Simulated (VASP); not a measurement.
# AlGa3N4 (P-43m) in VASP: dielectric tensor with LDA

Aim: the dielectric tensor of AlGa3N4 with LDA.

All numbers are computed with VASP 6.6.1; they aren't measurements. Logs are shortened: lines on timing, memory, paths and dates and some standing lists are left out, and cuts for length are marked.

### Step 1. The cell of the first run

It takes space group P-43m (No. 215, cubic). The conventional cell has a = 4.472 Å, b = 4.472 Å, c = 4.472 Å, α = 90.00°, β = 90.00°, γ = 90.00°. Within 2.5 Å of Al (site symmetry -43m) lie 4 N at 1.89 Å. Ga (site symmetry -42m) has 4 N at 1.95 Å within 2.6 Å. N (site symmetry 3m) has 1 Al at 1.89 Å and 3 Ga at 1.95 Å within 2.5 Å.

### Step 2. Dielectric tensor, LDA

The input, INCAR:

```
PREC = Accurate
ENCUT = 520
EDIFF = 1E-8
ISMEAR = 0
SIGMA = 0.01
LREAL = F
LASPH = T
NELM = 80
ALGO = Normal
ISIF = 2
LWAVE = F
LCHARG = F
GGA = CA
LEPSILON = T
```

The input, KPOINTS:

```
Automatic mesh
0
Gamma
  4 4 4
```

The input, POSCAR:

```
AlGa3N4
1.0
    4.4716900000      0.0000000000      0.0000000000
    0.0000000000      4.4716900000      0.0000000000
    0.0000000000      0.0000000000      4.4716900000
Al Ga N
1 3 4
Direct
    0.0000000000      0.0000000000      0.0000000000
    0.5000000000      0.5000000000      0.0000000000
    0.5000000000      0.0000000000      0.5000000000
    0.0000000000      0.5000000000      0.5000000000
    0.7557100000      0.7557100000      0.2442900000
    0.7557100000      0.2442900000      0.7557100000
    0.2442900000      0.7557100000      0.7557100000
    0.2442900000      0.2442900000      0.2442900000
```

Potentials or basis: VASP PAW LDA potentials, release 64 (Al, Ga_d, N).

Command:

```bash
> cat potpaw_LDA.64/Al/POTCAR potpaw_LDA.64/Ga_d/POTCAR potpaw_LDA.64/N/POTCAR > POTCAR
> mpirun -np 1 vasp_std > vasp.out
```

OUTCAR:

```text
PREC = Accurate
   ENCUT = 520
   EDIFF = 1E-8
   ISMEAR = 0
   LREAL = F
   LASPH = T
   NELM = 80
   ISIF = 2
   GGA = CA
   LEPSILON = T

 ion  position               nearest neighbor table
   1  0.000  0.000  0.000-   5 1.89   6 1.89   7 1.89   8 1.89
   2  0.500  0.500  0.000-   5 1.95   6 1.95   7 1.95   8 1.95
   3  0.500  0.000  0.500-   5 1.95   6 1.95   7 1.95   8 1.95
   4  0.000  0.500  0.500-   5 1.95   6 1.95   7 1.95   8 1.95
   5  0.756  0.756  0.244-   1 1.89   2 1.95   3 1.95   4 1.95
   6  0.756  0.244  0.756-   1 1.89   2 1.95   3 1.95   4 1.95
   7  0.244  0.756  0.756-   1 1.89   2 1.95   3 1.95   4 1.95
   8  0.244  0.244  0.244-   1 1.89   2 1.95   3 1.95   4 1.95

  LATTYP: Found a simple cubic cell.
 ALAT       =     4.4716900000

  Lattice vectors:

 A1 = (   4.4716900000,   0.0000000000,   0.0000000000)
 A2 = (   0.0000000000,   4.4716900000,   0.0000000000)
 A3 = (   0.0000000000,   0.0000000000,   4.4716900000)

Analysis of symmetry for initial positions (statically):
=====================================================================
 Subroutine PRICEL returns:
 Original cell was already a primitive cell.

 Routine SETGRP: Setting up the symmetry group for a
 simple cubic supercell.

 Subroutine GETGRP returns: Found 24 space group operations
 (whereof 24 operations were pure point group operations)
 out of a pool of 48 trial point group operations.

The static configuration has the point symmetry T_d .

Analysis of symmetry for dynamics (positions and initial velocities):
=====================================================================
 Subroutine PRICEL returns:
 Original cell was already a primitive cell.

 Routine SETGRP: Setting up the symmetry group for a
 simple cubic supercell.

 Subroutine GETGRP returns: Found 24 space group operations
 (whereof 24 operations were pure point group operations)
 out of a pool of 48 trial point group operations.

The dynamic configuration has the point symmetry T_d .

 Subroutine INISYM returns: Found 24 space group operations
 (whereof 24 operations are pure point group operations),
 and found     1 'primitive' translations

----------------------------------------------------------------------------------------

                                     Primitive cell

  volume of cell :      89.4160

  direct lattice vectors                    reciprocal lattice vectors
     4.471690000  0.000000000  0.000000000     0.223629098  0.000000000  0.000000000
     0.000000000  4.471690000  0.000000000     0.000000000  0.223629098  0.000000000
     0.000000000  0.000000000  4.471690000     0.000000000  0.000000000  0.223629098

  length of vectors
     4.471690000  4.471690000  4.471690000     0.223629098  0.223629098  0.223629098

  position of ions in fractional coordinates (direct lattice)
     0.000000000  0.000000000  0.000000000
     0.500000000  0.500000000  0.000000000
     0.500000000  0.000000000  0.500000000
     0.000000000  0.500000000  0.500000000
     0.755710000  0.755710000  0.244290000
     0.755710000  0.244290000  0.755710000
     0.244290000  0.755710000  0.755710000
     0.244290000  0.244290000  0.244290000

  ion indices of the primitive-cell ions
   primitive index   ion index
                 1           1
                 2           2
                 3           3
                 4           4
                 5           5
                 6           6
                 7           7
                 8           8

----------------------------------------------------------------------------------------

 KPOINTS: Automatic mesh

Automatic generation of k-mesh.
[... 96 lines left out ...]
 val. band max:        5.1482183077   @ k =   0.0000   0.0000   0.0000
 cond. band min:       7.5104998068   @ k =   0.0000   0.0000   0.0000
 fundamental gap:      2.3622814991
 Fermi energy:         5.2520486347

 k-point     1 :       0.0000    0.0000    0.0000
  band No.  band energies     occupation
      1     -10.3769      2.00000
      2      -9.2193      2.00000
      3      -9.2193      2.00000
      4      -9.2193      2.00000
      5      -8.1181      2.00000
      6      -8.0957      2.00000
[... 389 lines left out ...]
     36      14.0337      0.00000
     37      14.0338      0.00000

  FORCE on cell =-STRESS in cart. coord.  units (eV):
  Direction    XX          YY          ZZ          XY          YZ          ZX
  --------------------------------------------------------------------------------------
  -------------------------------------------------------------------------------------
  Total       -2.7443655     -2.7443655     -2.7443655      0.0000000     -0.0000000      0.0000000
  in kB      -49.1742182    -49.1742182    -49.1742182      0.0000000     -0.0000000      0.0000000
  external PRESSURE =     -49.1742182 kB  Pullay stress =       0.0000000 kB

 VOLUME and BASIS-vectors are now :
 -----------------------------------------------------------------------------
  energy-cutoff  :      520.00
  volume of cell :       89.42
      direct lattice vectors                 reciprocal lattice vectors
     4.471690000  0.000000000  0.000000000     0.223629098  0.000000000  0.000000000
     0.000000000  4.471690000  0.000000000     0.000000000  0.223629098  0.000000000
     0.000000000  0.000000000  4.471690000     0.000000000  0.000000000  0.223629098

 POSITION                                       TOTAL-FORCE (eV/Angst)
 -----------------------------------------------------------------------------------
      0.00000      0.00000      0.00000         0.000000     -0.000000     -0.000000
      2.23584      2.23584      0.00000        -0.000000     -0.000000     -0.000000
      2.23584      0.00000      2.23584         0.000000     -0.000000     -0.000000
      0.00000      2.23584      2.23584         0.000000      0.000000     -0.000000
      3.37930      3.37930      1.09239        -0.084502     -0.084502      0.084502
      3.37930      1.09239      3.37930        -0.084502      0.084502     -0.084502
      1.09239      3.37930      3.37930         0.084502     -0.084502     -0.084502
      1.09239      1.09239      1.09239         0.084502      0.084502      0.084502
 -----------------------------------------------------------------------------------
    total drift:                               -0.000000     -0.000000     -0.000000

  FREE ENERGIE OF THE ION-ELECTRON SYSTEM (eV)
  ---------------------------------------------------
  free  energy   TOTEN  =       -58.1628121776 eV

  energy  without entropy=      -58.1628121776  energy(sigma->0) =      -58.16281218

 HEAD OF MICROSCOPIC STATIC DIELECTRIC TENSOR (INDEPENDENT PARTICLE, excluding Hartree and local field effects)
 ------------------------------------------------------
           5.870837     0.000000     0.000000
          -0.000000     5.870837     0.000000
          -0.000000    -0.000000     5.870837
 ------------------------------------------------------

 Free energy of the ion-electron system (eV)
  ---------------------------------------------------
  ---------------------------------------------------
  free energy    TOTEN  =        -1.20729932 eV

  energy without entropy =       -1.20729932

------------------------ aborting loop because EDIFF is reached ----------------------------------------

--------------------------------------- Ionic step        2  -------------------------------------------

------------------------ aborting loop because EDIFF is reached ----------------------------------------

--------------------------------------- Ionic step        3  -------------------------------------------

 Free energy of the ion-electron system (eV)
  ---------------------------------------------------
  ---------------------------------------------------
  free energy    TOTEN  =        -1.20728710 eV

  energy without entropy =       -1.20728710

------------------------ aborting loop because EDIFF is reached ----------------------------------------

 PIEZOELECTRIC TENSOR FIELD DIRECTION 3  (e Angst)
 -----------------------------------------------------------------------------
     0.00515 -5.13955  0.00000           (  0.00003 -0.33990  0.00000)
    -5.13955  0.00515  0.00000           ( -0.33990  0.00003  0.00000)
     0.00000  0.00000 -0.00855           (  0.00000  0.00000 -0.00000)

 PIEZOELECTRIC TENSOR FIELD DIRECTION 3  (C/m^2)
 -----------------------------------------------------------------------------
     0.00092 -0.92092  0.00000
    -0.92092  0.00092  0.00000
     0.00000  0.00000 -0.00153

 MACROSCOPIC STATIC DIELECTRIC TENSOR (including local field effects in DFT)
 ------------------------------------------------------
           5.630449    -0.000000     0.000000
          -0.000000     5.630449    -0.000000
           0.000000    -0.000000     5.630449
 ------------------------------------------------------

 PIEZOELECTRIC TENSOR (including local field effects)  for field in x, y, z        (e  Angst)
          XX          YY          ZZ          XY          YZ          ZX
  --------------------------------------------------------------------------------
  x     0.00000    -0.00000     0.00000     0.00000    -5.13765     0.00000
  y    -0.00000     0.00000    -0.00000     0.00000     0.00000    -5.13765
  z    -0.00000    -0.00000     0.00000    -5.13765     0.00000     0.00000

 PIEZOELECTRIC TENSOR (including local field effects)  for field in x, y, z        (C/m^2)
          XX          YY          ZZ          XY          YZ          ZX
  --------------------------------------------------------------------------------
  x     0.00000    -0.00000     0.00000     0.00000    -0.92058     0.00000
  y    -0.00000     0.00000    -0.00000     0.00000     0.00000    -0.92058
  z    -0.00000    -0.00000     0.00000    -0.92058     0.00000     0.00000

 BORN EFFECTIVE CHARGES (including local field effects) (in |e|, cummulative output)
 ---------------------------------------------------------------------------------
 ion    1
    1     2.53986     0.00000     0.00000
    2     0.00000     2.53986     0.00000
    3     0.00000     0.00000     2.53986
 ion    2
    1     2.59294     0.00000     0.00000
    2    -0.00000     2.59294     0.00000
    3     0.00000     0.00000     2.67971
 ion    3
    1     2.59294     0.00000     0.00000
    2    -0.00000     2.67971     0.00000
    3     0.00000     0.00000     2.59294
 ion    4
    1     2.67971     0.00000     0.00000
    2     0.00000     2.59294     0.00000
    3     0.00000     0.00000     2.59294
 ion    5
    1    -2.60136     0.05521    -0.05521
    2     0.05521    -2.60136    -0.05521
    3    -0.05521    -0.05521    -2.60136
 ion    6
    1    -2.60136    -0.05521     0.05521
    2    -0.05521    -2.60136    -0.05521
    3     0.05521    -0.05521    -2.60136
 ion    7
    1    -2.60136    -0.05521    -0.05521
    2    -0.05521    -2.60136     0.05521
    3    -0.05521     0.05521    -2.60136
 ion    8
    1    -2.60136     0.05521     0.05521
    2     0.05521    -2.60136     0.05521
    3     0.05521     0.05521    -2.60136
```

Wall time 16 min (1 thread of Intel Xeon 8259CL, shared host); peak memory 0.33 GiB.

What came out:

* Band gap on the k mesh: 2.36 eV
* Electronic dielectric tensor (diagonal): 5.63
* Born charges (mean of the diagonal): Al +2.54; Ga +2.62; N -2.60 e

Levels at points of the mesh, in eV from the valence-band top:
| k point | band 28 | band 29 | band 30 | band 31 | band 32 | band 33 | band 34 | band 35 |
| --- | --- | --- | --- | --- | --- | --- | --- | --- |
| (0.00, 0.00, 0.00) | -2.46 | 0.00 | 0.00 | 0.00 | 2.36 | 3.37 | 3.37 | 3.37 |
| (0.50, 0.00, 0.00) | -1.47 | -1.47 | -1.19 | -1.19 | 4.85 | 4.95 | 6.14 | 6.14 |
| (0.50, 0.50, 0.00) | -0.98 | -0.94 | -0.94 | -0.61 | 6.57 | 6.76 | 6.76 | 7.22 |
| (0.50, 0.50, 0.50) | -0.74 | -0.68 | -0.68 | -0.68 | 4.88 | 4.88 | 4.88 | 6.15 |

Electronic dielectric tensor:
```
5.63 0.00 0.00
0.00 5.63 0.00
0.00 0.00 5.63
```

Born effective charge tensors (e):
atom 1, Al
```
2.54 0.00 0.00
0.00 2.54 0.00
0.00 0.00 2.54
```
atom 2, Ga
```
2.59 0.00 0.00
0.00 2.59 0.00
0.00 0.00 2.68
```
atom 3, Ga
```
2.59 0.00 0.00
0.00 2.68 0.00
0.00 0.00 2.59
```
atom 4, Ga
```
2.68 0.00 0.00
0.00 2.59 0.00
0.00 0.00 2.59
```
atom 5, N
```
-2.60  0.06 -0.06
 0.06 -2.60 -0.06
-0.06 -0.06 -2.60
```
atom 6, N
```
-2.60 -0.06  0.06
-0.06 -2.60 -0.06
 0.06 -0.06 -2.60
```
atom 7, N
```
-2.60 -0.06 -0.06
-0.06 -2.60  0.06
-0.06  0.06 -2.60
```
atom 8, N
```
-2.60  0.06  0.06
 0.06 -2.60  0.06
 0.06  0.06 -2.60
```
